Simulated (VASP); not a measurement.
Set up this calculation in VASP 6.6.1, as the native input.

```yaml
Task: single point
Functional: LDA
Potentials_or_basis: VASP PAW LDA potentials, release 64 (Co, O)
Cutoff: 520 eV
k_mesh: 10 × 10 × 10
Occupations: gaussian, width 0.05 eV
Spin: collinear spin, ferromagnetic start
Starting_moments: "[2.82, 0.29] μB"
Hubbard_terms: Co d U = 3.3 eV
Dipole_correction: no
Further_INCAR_settings: ALGO = Normal; EDIFF = 1e-06; NBANDS = 18
```

The structure of CoO lies in POSCAR:

```
CoO
1.0
    0.0000000000      2.1260379560      2.1260379560
    2.1260379560      0.0000000000      2.1260379560
    2.1260379560      2.1260379560      0.0000000000
Co O
1 1
Direct
    0.0000000000      0.0000000000      0.0000000000
    0.5000000000      0.5000000000      0.5000000000
```

This cell differs from its parent crystal: volume scaled by 1.04.

One way to write it, as run:

INCAR

```
ALGO = Normal
EDIFF = 1E-6
ENCUT = 520
GGA = CA
ISIF = 2
ISMEAR = 0
ISPIN = 2
LASPH = T
LCHARG = F
LDAU = T
LDAUJ = 0 0
LDAUL = 2 -1
LDAUPRINT = 1
LDAUTYPE = 2
LDAUU = 3.3 0
LMAXMIX = 4
LORBIT = 11
LREAL = F
LWAVE = F
MAGMOM = 2.82 0.29
NBANDS = 18
NELM = 150
PREC = Accurate
SIGMA = 0.05
```

KPOINTS

```
k-points
0
Gamma
  10 10 10
```

Potentials or basis: VASP PAW LDA potentials, release 64 (Co, O).

Run with:

```sh
$ cat potpaw_LDA.64/Co/POTCAR potpaw_LDA.64/O/POTCAR > POTCAR
$ mpirun -np 1 vasp_std > vasp.out
```

It gave:

The pressure is -17.8 GPa. The band gap on the k mesh is zero (filled and empty bands overlap) and the net moment is 3.00 μB per cell. The site moments are Co +2.69; O +0.28 μB and the valence electrons inside the program's atomic spheres are Co 7.84; O 4.96.

Caveat: a cell with one magnetic atom can't hold antiferromagnetic order, which such compounds often take.

It took 27 s on 1 thread of Intel(R) Xeon(R) Platinum 8259CL CPU @ 2.50GHz (Skylake/Cascade Lake), on a shared host, peak memory 0.15 GiB.
